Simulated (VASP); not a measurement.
# AlFe (Pm-3m) in VASP: notebook

Aim: see how the results for AlFe move with the level of theory and the settings. Levels: PBEsol, LDA. Tasks: single point.

All numbers are computed with VASP 6.6.1; they aren't measurements. Logs are shortened: lines on timing, memory, paths and dates and some standing lists are left out, and cuts for length are marked.

### Step 1. The cell of the first run

It takes space group Pm-3m (No. 221, cubic). The conventional cell has a = 2.910 Å, b = 2.910 Å, c = 2.910 Å, α = 90.00°, β = 90.00°, γ = 90.00°. Within 3.3 Å of Fe (site symmetry m-3m) lie 8 Al at 2.52 Å and 6 Fe at 2.91 Å. Al (site symmetry m-3m) has 8 Fe at 2.52 Å and 6 Al at 2.91 Å within 3.3 Å.

### Step 2. Single point, PBEsol, collinear spin, ferromagnetic start

File INCAR:

```
SYSTEM = AlFe
PREC = Accurate ; ENCUT = 520
EDIFF = 1E-6 ; ISMEAR = -1
SIGMA = 0.05 ; LREAL = .False.
LASPH = .True. ; NELM = 150
ALGO = Normal ; ISIF = 2
LWAVE = .False. ; LCHARG = .False.
ISPIN = 2 ; MAGMOM = 3 0
LORBIT = 11 ; LMAXMIX = 4
GGA = PS ; NBANDS = 16
```

File KPOINTS:

```
Automatic mesh
0
Gamma
  9 9 9
  0 0 0
```

File POSCAR:

```
AlFe
1.0
    2.9100000000      0.0000000000      0.0000000000
    0.0000000000      2.9100000000      0.0000000000
    0.0000000000      0.0000000000      2.9100000000
Fe Al
1 1
Direct
    0.5000000000      0.5000000000      0.5000000000
    0.0000000000      0.0000000000      0.0000000000
```

Potentials or basis: VASP PAW PBE potentials, release 64 (Fe, Al).

Started as:

```
cat potpaw_PBE.64/Fe/POTCAR potpaw_PBE.64/Al/POTCAR > POTCAR
mpirun -np 1 vasp_std > vasp.out
```

OUTCAR:

```text
SYSTEM = AlFe
   PREC = Accurate
   ENCUT = 520
   EDIFF = 1E-6
   ISMEAR = -1
   LREAL = .False.
   LASPH = .True.
   NELM = 150
   ISIF = 2
   ISPIN = 2
   LORBIT = 11
   GGA = PS

 ion  position               nearest neighbor table
   1  0.500  0.500  0.500-   2 2.52   2 2.52   2 2.52   2 2.52   2 2.52   2 2.52   2 2.52   2 2.52

   2  0.000  0.000  0.000-   1 2.52   1 2.52   1 2.52   1 2.52   1 2.52   1 2.52   1 2.52   1 2.52

  LATTYP: Found a simple cubic cell.
 ALAT       =     2.9100000000

  Lattice vectors:

 A1 = (   2.9100000000,   0.0000000000,   0.0000000000)
 A2 = (   0.0000000000,   2.9100000000,   0.0000000000)
 A3 = (   0.0000000000,   0.0000000000,   2.9100000000)

Analysis of symmetry for initial positions (statically):
=====================================================================
 Subroutine PRICEL returns:
 Original cell was already a primitive cell.

 Routine SETGRP: Setting up the symmetry group for a
 simple cubic supercell.

 Subroutine GETGRP returns: Found 48 space group operations
 (whereof 48 operations were pure point group operations)
 out of a pool of 48 trial point group operations.

The static configuration has the point symmetry O_h .

Analysis of symmetry for dynamics (positions and initial velocities):
=====================================================================
 Subroutine PRICEL returns:
 Original cell was already a primitive cell.

 Routine SETGRP: Setting up the symmetry group for a
 simple cubic supercell.

 Subroutine GETGRP returns: Found 48 space group operations
 (whereof 48 operations were pure point group operations)
 out of a pool of 48 trial point group operations.

The dynamic configuration has the point symmetry O_h .

Analysis of structural, dynamic, and magnetic symmetry:
=====================================================================
 Subroutine PRICEL returns:
 Original cell was already a primitive cell.

 Routine SETGRP: Setting up the symmetry group for a
 simple cubic supercell.

 Subroutine GETGRP returns: Found 48 space group operations
 (whereof 48 operations were pure point group operations)
 out of a pool of 48 trial point group operations.

The overall configuration has the point symmetry O_h .

 Subroutine INISYM returns: Found 48 space group operations
 (whereof 48 operations are pure point group operations),
 and found     1 'primitive' translations

----------------------------------------------------------------------------------------

                                     Primitive cell

  volume of cell :      24.6422

  direct lattice vectors                    reciprocal lattice vectors
     2.910000000  0.000000000  0.000000000     0.343642612  0.000000000  0.000000000
     0.000000000  2.910000000  0.000000000     0.000000000  0.343642612  0.000000000
     0.000000000  0.000000000  2.910000000     0.000000000  0.000000000  0.343642612

  length of vectors
     2.910000000  2.910000000  2.910000000     0.343642612  0.343642612  0.343642612

  position of ions in fractional coordinates (direct lattice)
     0.500000000  0.500000000  0.500000000
     0.000000000  0.000000000  0.000000000

  ion indices of the primitive-cell ions
   primitive index   ion index
                 1           1
                 2           2

----------------------------------------------------------------------------------------

 KPOINTS: Automatic mesh

Automatic generation of k-mesh.
 Grid dimensions read from file:
 generate k-points for:    9    9    9

 Generating k-lattice:

  Cartesian coordinates                     Fractional coordinates (reciprocal lattice)
     0.038182512  0.000000000  0.000000000     0.111111111  0.000000000  0.000000000
     0.000000000  0.038182512  0.000000000     0.000000000  0.111111111  0.000000000
     0.000000000  0.000000000  0.038182512     0.000000000  0.000000000  0.111111111

  Length of vectors
     0.038182512  0.038182512  0.038182512

  Shift w.r.t. Gamma in fractional coordinates (k-lattice)
     0.000000000  0.000000000  0.000000000

 Subroutine IBZKPT returns following result:
 ===========================================

 Found     35 irreducible k-points:

 Following reciprocal coordinates:
            Coordinates               Weight
  0.000000  0.000000  0.000000      1.000000
  0.111111  0.000000  0.000000      6.000000
  0.222222  0.000000  0.000000      6.000000
  0.333333  0.000000  0.000000      6.000000
  0.444444  0.000000  0.000000      6.000000
  0.111111  0.111111  0.000000     12.000000
[... 16 lines left out ...]
  0.333333  0.333333  0.111111     24.000000
  0.444444  0.333333  0.111111     48.000000
 [... further k-points ...]
   k-points           NKPTS =     35   k-points in BZ     NKDIM =     35   number of bands    NBANDS=     16
   number of dos      NEDOS =    301   number of ions     NIONS =      2
   total plane-waves  NPLWV =  13824
   dimension x,y,z NGX =    24 NGY =   24 NGZ =   24
   dimension x,y,z NGXF=    48 NGYF=   48 NGZF=   48
   ions per type =               1   1
   NGX,Y,Z   is equivalent  to a cutoff of  13.71, 13.71, 13.71 a.u.
   NGXF,Y,Z  is equivalent  to a cutoff of  27.42, 27.42, 27.42 a.u.
 SYSTEM =  AlFe
   PREC   = accura    normal or accurate (medium, high low for compatibility)
   ISTART =      0    job   : 0-new  1-cont  2-samecut
   ICHARG =      2    charge: 1-file 2-atom 10-const
   ISPIN  =      2    spin polarized calculation?
   LNONCOLLINEAR =      F non collinear calculations
   LSORBIT =      F    spin-orbit coupling
   LASPH  =      T    aspherical Exc in radial PAW
   ENCUT  =  520.0 eV  38.22 Ry    6.18 a.u.   5.41  5.41  5.41*2*pi/ulx,y,z
   NELM   =    150;   NELMIN=  2; NELMDL= -5     # of ELM steps
   EDIFF  = 0.1E-05   stopping-criterion for ELM
   LREAL  =      F    real-space projection
   EDIFFG = 0.1E-04   stopping-criterion for IOM
   NSW    =      0    number of steps for IOM
   IBRION =     -1    ionic relax: 0-MD 1-quasi-New 2-CG
   NFREE  =      0    steps in history (QN), initial steepest desc. (CG)
   ISIF   =      2    stress and relaxation
   ISYM   =      2    0-nonsym 1-usesym 2-fastsym
   POTIM  = 0.5000    time-step for ionic-motion
   TEBEG  =    0.0;   TEEND  =   0.0 temperature during run
   PSTRESS=    0.0 pullay stress
[... 15 lines left out ...]
   LHFCALC =     F    Hartree Fock is set to
   AEXX    =    0.0000 exact exchange contribution
   IVDW    =     0    specifies the selected vdW correction
   LEPSILON=     F    determine dielectric tensor
   LRPA    =     F    only Hartree local field effects (RPA)
 spin polarized calculation
  energy-cutoff  :      520.00
  volume of cell :       24.64
 maximum number of plane-waves:       691
 NGX is ok and might be reduce to    24
   NGX = 11   NGY = 11   NGZ = 11

 number of electron      10.9999994 magnetization       0.6550476

 Free energy of the ion-electron system (eV)
  ---------------------------------------------------
  ext. energy  EPLUGINS =         0.00000000
  ---------------------------------------------------
  free energy    TOTEN  =       -13.68439064 eV

  energy without entropy =      -13.66536456  energy(sigma->0) =      -13.67487760

 E-fermi :   7.5169     XC(G=0): -12.0831

 val. band max:        7.4911201591   @ k =   0.2222   0.1111   0.0000
 cond. band min:       7.5273883114   @ k =   0.4444   0.2222   0.1111
 fundamental gap:      0.0362681523
 Fermi energy:         7.5168709639

 spin component 1

 k-point     1 :       0.0000    0.0000    0.0000
  band No.  band energies     occupation
      1      -2.6758      1.00000
      2       5.1184      1.00000
      3       5.1184      1.00000
      4       7.1615      0.99918
      5       7.1615      0.99918
      6       7.1615      0.99918
[... 8 lines left out ...]
     15      28.8007      0.00000
     16      30.7670      0.00000

 k-point     2 :       0.1111    0.0000    0.0000
  band No.  band energies     occupation
      1      -2.4505      1.00000
      2       5.0905      1.00000
      3       5.1818      1.00000
      4       7.0351      0.99993
      5       7.0351      0.99993
      6       7.1748      0.99893
[... 8 lines left out ...]
     15      28.6831      0.00000
     16      28.7898      0.00000

 k-point     3 :       0.2222    0.0000    0.0000
  band No.  band energies     occupation
      1      -1.7850      1.00000
      2       4.8332      1.00000
      3       5.3481      1.00000
      4       6.7448      1.00000
      5       6.7448      1.00000
      6       7.2085      0.99791
[... 8 lines left out ...]
     15      26.4365      0.00000
     16      28.3767      0.00000
[... 362 lines left out ...]
 k-point    23 :       0.3333    0.3333    0.1111
  band No.  band energies     occupation
      1       1.1737      1.00000
      2       4.5558      1.00000
      3       5.1870      1.00000
      4       6.1511      1.00000
      5       6.5818      1.00000
      6       6.6892      1.00000
[... 8 lines left out ...]
     15      28.0008      0.00000
     16      28.0229      0.00000

 k-point    24 :       0.4444    0.3333    0.1111
  band No.  band energies     occupation
      1       2.1804      1.00000
      2       3.8966      1.00000
      3       5.3231      1.00000
      4       6.0099      1.00000
      5       6.6873      1.00000
      6       6.8139      1.00000
[... 8 lines left out ...]
     15      27.5931      0.00000
     16      28.6779      0.00000

 [... further k-points ...]

 spin component 2

 k-point     1 :       0.0000    0.0000    0.0000
  band No.  band energies     occupation
      1      -2.6703      1.00000
      2       5.4683      1.00000
      3       5.4683      1.00000
      4       7.9480      0.00018
      5       7.9480      0.00018
      6       7.9480      0.00018
[... 8 lines left out ...]
     15      28.8413      0.00000
     16      30.7483      0.00000

 k-point     2 :       0.1111    0.0000    0.0000
  band No.  band energies     occupation
      1      -2.4453      1.00000
      2       5.4198      1.00000
      3       5.5373      1.00000
      4       7.8020      0.00333
      5       7.8020      0.00333
      6       7.9627      0.00013
[... 8 lines left out ...]
     15      28.7024      0.00000
     16      28.8228      0.00000

 k-point     3 :       0.2222    0.0000    0.0000
  band No.  band energies     occupation
      1      -1.7800      1.00000
      2       5.0780      1.00000
      3       5.7191      1.00000
      4       7.4743      0.70088
      5       7.4743      0.70087
      6       8.0001      0.00006
[... 8 lines left out ...]
     15      26.4958      0.00000
     16      28.4281      0.00000
[... 362 lines left out ...]
 k-point    23 :       0.3333    0.3333    0.1111
  band No.  band energies     occupation
      1       1.2047      1.00000
      2       4.8823      1.00000
      3       5.3802      1.00000
      4       6.6381      1.00000
      5       7.2240      0.99715
      6       7.3461      0.96817
[... 8 lines left out ...]
     15      27.9528      0.00000
     16      28.1121      0.00000

 k-point    24 :       0.4444    0.3333    0.1111
  band No.  band energies     occupation
      1       2.2652      1.00000
      2       4.0385      1.00000
      3       5.6558      1.00000
      4       6.4214      1.00000
      5       7.3427      0.97019
      6       7.4115      0.89153
[... 8 lines left out ...]
     15      27.7318      0.00000
     16      28.6763      0.00000

 [... further k-points ...]

------------------------ aborting loop because EDIFF is reached ----------------------------------------

  FORCE on cell =-STRESS in cart. coord.  units (eV):
  Direction    XX          YY          ZZ          XY          YZ          ZX
  --------------------------------------------------------------------------------------
  -------------------------------------------------------------------------------------
  Total       -1.7049994     -1.7049994     -1.7049994      0.0000000      0.0000000      0.0000000
  in kB     -110.8551421   -110.8551421   -110.8551421      0.0000000      0.0000000      0.0000000
  external PRESSURE =    -110.8551421 kB  Pullay stress =       0.0000000 kB

 VOLUME and BASIS-vectors are now :
 -----------------------------------------------------------------------------
  energy-cutoff  :      520.00
  volume of cell :       24.64
      direct lattice vectors                 reciprocal lattice vectors
     2.910000000  0.000000000  0.000000000     0.343642612  0.000000000  0.000000000
     0.000000000  2.910000000  0.000000000     0.000000000  0.343642612  0.000000000
     0.000000000  0.000000000  2.910000000     0.000000000  0.000000000  0.343642612

 POSITION                                       TOTAL-FORCE (eV/Angst)
 -----------------------------------------------------------------------------------
      1.45500      1.45500      1.45500         0.000000      0.000000      0.000000
      0.00000      0.00000      0.00000         0.000000      0.000000      0.000000
 -----------------------------------------------------------------------------------
    total drift:                                0.000000     -0.000000     -0.000000

  FREE ENERGIE OF THE ION-ELECTRON SYSTEM (eV)
  ---------------------------------------------------
  free  energy   TOTEN  =       -13.6843906421 eV

  energy  without entropy=      -13.6653645584  energy(sigma->0) =      -13.67487760

 total charge

# of ion       s       p       d       tot
------------------------------------------
    1        0.421   0.476   6.457   7.354
    2        0.394   0.419   0.000   0.813
--------------------------------------------------
tot          0.815   0.895   6.457   8.168

 magnetization (x)

# of ion       s       p       d       tot
------------------------------------------
    1       -0.002   0.003   0.700   0.701
    2       -0.007  -0.015   0.000  -0.023
--------------------------------------------------
tot         -0.009  -0.012   0.700   0.678
```

Wall time 24 s (1 thread of Intel Xeon Platinum 8259CL at 2.50GHz (Skylake/Cascade Lake), shared host); peak memory 0.16 GiB.

Results:

```yaml
Free_energy: -13.6844 eV
Pressure: -11.1 GPa
Net_moment: 0.66 μB per cell
Site_moments: Fe +0.70; Al -0.02 μB
Valence_electrons_inside_the_program's_atomic_spheres: Fe 7.35; Al 0.81
```

Caveat: the PAW data sets were made with another functional, which shifts forces and pressure a little.

### Step 3. Single point, LDA, collinear spin, ferromagnetic start

File INCAR:

```
PREC     = Accurate       # precision mode
ENCUT    = 520            # plane-wave cutoff, eV
EDIFF    = 1E-7           # SCF threshold, eV
ISMEAR   = -1             # smearing method
SIGMA    = 0.05           # smearing width, eV
LREAL    = False          # projectors in reciprocal space
LASPH    = True           # aspherical terms in the spheres
NELM     = 150            # most SCF steps
ALGO     = Fast           # electronic algorithm
ISIF     = 2              # what is computed and relaxed
LWAVE    = False          # write WAVECAR
LCHARG   = False          # write CHGCAR
ISPIN    = 2              # spin polarisation
MAGMOM   = 3 0            # initial moments
LORBIT   = 11             # projections on sites
LMAXMIX  = 4              # l up to which the mixer works
NBANDS   = 16             # bands
```

File KPOINTS:

```
Automatic mesh
0
Gamma
  9 9 9
```

POSCAR is that of step 2.

Potentials or basis: VASP PAW LDA potentials, release 64 (Fe, Al).

Started as:

```
cat potpaw_LDA.64/Fe/POTCAR potpaw_LDA.64/Al/POTCAR > POTCAR
mpirun -np 1 vasp_std > vasp.out
```

Wall time 26 s (1 thread of Intel Xeon Platinum 8259CL at 2.50GHz (Skylake/Cascade Lake), shared host); peak memory 0.14 GiB.

It converged, with:

| Property | Result |
| --- | --- |
| Free energy | -14.2078 eV |
| Pressure | -16.3 GPa |
| Net moment | 0.58 μB per cell |
| Site moments | Fe +0.61; Al -0.02 μB |
| Valence electrons inside the program's atomic spheres | Fe 7.37; Al 0.83 |

Levels at points of the mesh, in eV from the Fermi level:
Spin up:
```
           k point  band 2  band 3  band 4  band 5  band 6  band 7  band 8  band 9  band 10  band 11
(0.00, 0.00, 0.00)   -2.33   -2.33   -0.21   -0.21   -0.21    6.16    6.16    6.16     9.24     9.24
```
Spin down:
| k point | band 3 | band 4 | band 5 | band 6 | band 7 | band 8 |
| --- | --- | --- | --- | --- | --- | --- |
| (0.00, 0.00, 0.00) | -2.02 | 0.40 | 0.40 | 0.40 | 6.20 | 6.20 |

### Step 4. Single point, LDA, collinear spin, ferromagnetic start

This run uses another cell than the first one, of 11.58 Å³/atom, 0.940 times its volume.

File INCAR:

```
PREC = Accurate ; ENCUT = 520
EDIFF = 1E-6 ; ISMEAR = -1
SIGMA = 0.05 ; LREAL = False
LASPH = True ; NELM = 150
ALGO = Normal ; ISIF = 2
LWAVE = False ; LCHARG = True
ISPIN = 2 ; MAGMOM = 3 0
LORBIT = 11 ; LMAXMIX = 4
LELF = True ; LVHAR = True
NBANDS = 16
```

KPOINTS is that of step 3.

File POSCAR:

```
AlFe
1.0
    2.8505955764      0.0000000000      0.0000000000
    0.0000000000      2.8505955764      0.0000000000
    0.0000000000      0.0000000000      2.8505955764
Fe Al
1 1
Direct
    0.5000000000      0.5000000000      0.5000000000
    0.0000000000      0.0000000000      0.0000000000
```

Started as:

```
cat potpaw_LDA.64/Fe/POTCAR potpaw_LDA.64/Al/POTCAR > POTCAR
mpirun -np 1 vasp_std > vasp.out
```

Wall time 13 s (1 thread of Intel Xeon 6975P-C, shared host); peak memory 0.14 GiB.

Results (log left out):

```
Free energy                                           : -14.3180 eV
Pressure                                              : -7.0 GPa
Net moment                                            : 0.47 μB per cell
Site moments                                          : Fe +0.50; Al -0.01 μB
Valence electrons inside the program's atomic spheres : Fe 7.50; Al 0.86
```

Levels at points of the mesh, in eV from the Fermi level:
Spin up:
```tsv
k point	band 3	band 4	band 5	band 6	band 7	band 8	band 9	band 10
(0.00, 0.00, 0.00)	-2.47	-0.10	-0.10	-0.10	6.56	6.56	6.56	9.60
```
Spin down:
```csv
k point,band 1,band 2,band 3,band 4,band 5,band 6,band 7,band 8,band 9,band 10
"(0.00, 0.00, 0.00)",-10.39,-2.23,-2.23,0.40,0.40,0.40,6.59,6.59,6.59,9.69
```

### Step 5. Single point, LDA, collinear spin, ferromagnetic start

This run uses another cell than the first one, of 11.83 Å³/atom, 0.960 times its volume.

File INCAR:

```
ALGO = Normal
EDIFF = 1E-7
ENCUT = 520
ISIF = 2
ISMEAR = -1
ISPIN = 2
LASPH = T
LCHARG = T
LELF = T
LMAXMIX = 4
LORBIT = 11
LREAL = F
LVHAR = T
LWAVE = F
MAGMOM = 3 0
NBANDS = 16
NELM = 150
PREC = Accurate
SIGMA = 0.05
```

File KPOINTS:

```
k-points
0
Gamma
  9 9 9
```

File POSCAR:

```
AlFe
1.0
    2.8706708545      0.0000000000      0.0000000000
    0.0000000000      2.8706708545      0.0000000000
    0.0000000000      0.0000000000      2.8706708545
Fe Al
1 1
Direct
    0.5000000000      0.5000000000      0.5000000000
    0.0000000000      0.0000000000      0.0000000000
```

Started as:

```
cat potpaw_LDA.64/Fe/POTCAR potpaw_LDA.64/Al/POTCAR > POTCAR
mpirun -np 1 vasp_std > vasp.out
```

Wall time 16 s (1 thread of Intel Xeon 6975P-C, shared host); peak memory 0.15 GiB.

The run converged. Its results:

- Free energy: -14.2909 eV
- Pressure: -10.5 GPa
- Net moment: 0.52 μB per cell
- Site moments: Fe +0.54; Al -0.01 μB
- Valence electrons inside the program's atomic spheres: Fe 7.45; Al 0.85

Levels at points of the mesh, in eV from the Fermi level:
Spin up:
```
           k point  band 2  band 3  band 4  band 5  band 6  band 7  band 8  band 9  band 10  band 11
(0.00, 0.00, 0.00)   -2.42   -2.42   -0.14   -0.14   -0.14    6.42    6.42    6.42     9.48     9.48
```
Spin down:
| k point | band 1 | band 2 | band 3 | band 4 | band 5 | band 6 | band 7 | band 8 | band 9 | band 10 |
| --- | --- | --- | --- | --- | --- | --- | --- | --- | --- | --- |
| (0.00, 0.00, 0.00) | -10.28 | -2.15 | -2.15 | 0.40 | 0.40 | 0.40 | 6.46 | 6.46 | 6.46 | 9.57 |

### Step 6. Overview

```tsv
level	potentials or basis	cell	gap on the mesh (eV)	pressure (GPa)	moment (μB)
PBEsol	VASP PAW PBE potentials, release 64 (Fe, Al)	a = 2.910 Å, 2 atoms	none	-11.1	0.66
LDA	VASP PAW LDA potentials, release 64 (Fe, Al)	a = 2.910 Å, 2 atoms	none	-16.3	0.58
LDA	VASP PAW LDA potentials, release 64 (Fe, Al)	a = 2.851 Å, 2 atoms	none	-7.0	0.47
LDA	VASP PAW LDA potentials, release 64 (Fe, Al)	a = 2.871 Å, 2 atoms	none	-10.5	0.52
```

Alike in all rows: task single point; spin collinear, ferromagnetic start; k mesh 9 × 9 × 9; cutoff (eV) 520; smearing fermi-dirac 0.05 eV.

Caveats: the PAW data sets were made with another functional, which shifts forces and pressure a little (some runs).

Total energies depend on the potentials used, so only differences within one code and one set of settings carry meaning.
